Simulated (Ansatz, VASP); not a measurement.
## One calculation of Fe, two programs

```
Fe
1.0
    -1.37460    1.37460    1.37460
     1.37460   -1.37460    1.37460
     1.37460    1.37460   -1.37460
Fe
1
Cartesian
  0.0000 0.0000 0.0000
```

Alike in both runs: task single point; functional LDA; k mesh 10 × 10 × 10; occupations fermi-dirac, width 0.05 eV; collinear spin.

|  | VASP | Ansatz |
| --- | --- | --- |
| version | VASP 6.6.1 | Ansatz 0.2.0 |
| potentials or method | VASP PAW LDA potentials, release 64 (Fe_sv), cutoff 600 eV | plane waves (420 eV) with PAW, scalar-relativistic |
| valence electrons in the cell | 16 | 16 |

|  | VASP | Ansatz | Ansatz less VASP |
| --- | --- | --- | --- |
| pressure (GPa) | -4.0 | 0.7 | +4.73 |
| net moment per atom (μB) | 1.95 | 2.00 | +0.058 |
| size of the moment on the site where the two differ most (μB) | 1.91 | 2.01 | +0.094 |

Ansatz warns that its potentials were made for another functional, while VASP's fit it. LDA's correlation is that of Perdew and Zunger in VASP and of Perdew and Wang (1992) in Ansatz. Site moments also hang on the region over which each program counts them. One of these differences is far larger than is usual between the two programs; its cause wasn't traced.
